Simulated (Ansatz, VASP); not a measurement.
# Pt in VASP and in Ansatz

```
Pt
1.0
     2.76067    0.00000    0.00000
    -1.38033    2.39081    0.00000
     0.00000    0.00000    4.67233
Pt
2
Direct
  0.66667 0.33333 0.75000
  0.33333 0.66667 0.25000
```

Change from the starting cell: strain +0.000 along x and y, -0.025 along z, atoms carried along.

Alike in both runs: task single point; functional r2SCAN; k mesh 18 × 18 × 10; occupations gaussian, width 0.15 eV; no spin polarisation.

|  | VASP | Ansatz |
| --- | --- | --- |
| version | VASP 6.6.1 | Ansatz 0.2.0 |
| potentials or method | VASP PAW PBE potentials, release 64 (Pt), cutoff 520 eV | scalar-relativistic, plane waves, PAW |
| valence electrons in the cell | 20 | 36 |

|  | VASP | Ansatz | Ansatz less VASP |
| --- | --- | --- | --- |
| gap on the k mesh at the Fermi level (eV) | none | none | - |
| pressure (GPa) | 0.1 | -0.6 | -0.67 |
| traceless stress, the component that is largest in VASP (GPa) | 3.52 | 3.69 | +0.171 |

VASP's potentials were made for PBE, not for r2SCAN. A gap of «none» marks a metal or a gap that the smearing closes. VASP's potentials hold 20 valence electrons a cell and Ansatz's 36, so a difference there can come from the potentials and not from the codes.

Spin-orbit coupling is off throughout.
